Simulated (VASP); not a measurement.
Write the native input for VASP 6.6.1 that does the following.

```yaml
Task: relaxation of cell and atoms
Functional: LDA
Potentials_or_basis: VASP PAW LDA potentials, release 64 (Nb_sv, Au)
Cutoff: 600 eV
k_mesh: 12 × 12 × 16
Occupations: fermi-dirac, width 0.15 eV
Spin: no spin polarisation
Dipole_correction: no
Further_INCAR_settings: ALGO = Fast; EDIFF = 1e-06; IBRION = 2; EDIFFG = -0.001; NSW = 80; ISIF = 3
```

The structure of NbAu2 lies in POSCAR:

```
NbAu2
1.0
    4.5883427358      0.0000000000      0.0000000000
   -2.2941713679      3.9736213705      0.0000000000
    0.0000000000      0.0000000000      2.7088551041
Nb Au
1 2
Direct
    0.0000000000      0.0000000000      0.0000000000
    0.3333333333      0.6666666667      0.5000000000
    0.6666666667      0.3333333333      0.5000000000
```

One way to write it, as run:

INCAR

```
SYSTEM = NbAu2
PREC = Accurate ; ENCUT = 600
EDIFF = 1E-6 ; ISMEAR = -1
SIGMA = 0.15 ; LREAL = .FALSE.
LASPH = .TRUE. ; NELM = 80
ALGO = Fast ; ISIF = 3
LWAVE = .FALSE. ; LCHARG = .FALSE.
GGA = CA ; IBRION = 2
NSW = 80 ; EDIFFG = -0.001
```

KPOINTS

```
Automatic mesh
0
G
  12 12 16
  0 0 0
```

Potentials or basis: VASP PAW LDA potentials, release 64 (Nb_sv, Au).

Command:

```console
$ cat potpaw_LDA.64/Nb_sv/POTCAR potpaw_LDA.64/Au/POTCAR > POTCAR
$ mpirun -np 1 vasp_std > vasp.out
```

It gave:

| Property | Result |
| --- | --- |
| Relaxed volume | 16.50 Å³/atom |
| Relaxed cell | a = 4.592 Å, b = 4.592 Å, c = 2.712 Å, α = 90.00°, β = 90.00°, γ = 120.00° |
| Space group after relaxing (to 0.1 Å) | P6/mmm (No. 191) |
| Energy gained by relaxing | 0.1 meV/atom |
| Ionic steps | 43 |
| Pressure after relaxing | 0.0 GPa |
| Band gap on the k mesh | zero (an odd number of electrons rules out a gap without spin polarisation) |

Caveat: spin-orbit coupling is left out, which moves the levels of the heavy elements.

It took 19 min on 1 thread of Intel(R) Xeon(R) 6975P-C (Granite Rapids) (shared host), peak memory 0.34 GiB.
